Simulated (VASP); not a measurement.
A run of VASP 6.6.1 is set up as follows.

The input INCAR:

```
  PREC = Accurate
  ENCUT = 520
  EDIFF = 1E-7
  ISMEAR = -1
  SIGMA = 0.02
  LREAL = F
  LASPH = T
  NELM = 60
  ALGO = Normal
  ISIF = 2
  LWAVE = F
  LCHARG = F
  GGA = PE
  NBANDS = 18
```

Contents of KPOINTS:

```
regular mesh
0
Gamma
  11 11 7
```

File POSCAR:

```
PtS2
1.0
    3.5432000000      0.0000000000      0.0000000000
   -1.7716000000      3.0685012107      0.0000000000
    0.0000000000      0.0000000000      5.0388000000
Pt S
1 2
Direct
    0.0000000000      0.0000000000      0.0000000000
    0.6666666667      0.3333333333      0.7710154005
    0.3333333333      0.6666666667      0.2270000000
```

Potentials or basis: VASP PAW PBE potentials, release 64 (Pt, S).

Launch:

```bash
$ cat potpaw_PBE.64/Pt/POTCAR potpaw_PBE.64/S/POTCAR > POTCAR
$ mpirun -np 1 vasp_std > vasp.out
```

Question: Estimate the band gap on the k mesh.

Answer: 0.73 eV, indirect (least direct gap 0.99 eV).

Question: Estimate the pressure.

Answer: 10.6 GPa.

Question: Predict the largest force.

Answer: 1.192 eV/Å.

Forces on the atoms (eV/Å):
```
Pt   0.000  0.000 -0.105
S    0.000  0.000 -1.087
S    0.000  0.000  1.192
```

Caveat: spin-orbit coupling is left out, which moves the levels of the heavy elements; forces of over 1 eV/Å act on the atoms, so gaps and moduli don't describe the material at rest. A k mesh can miss the band edges.
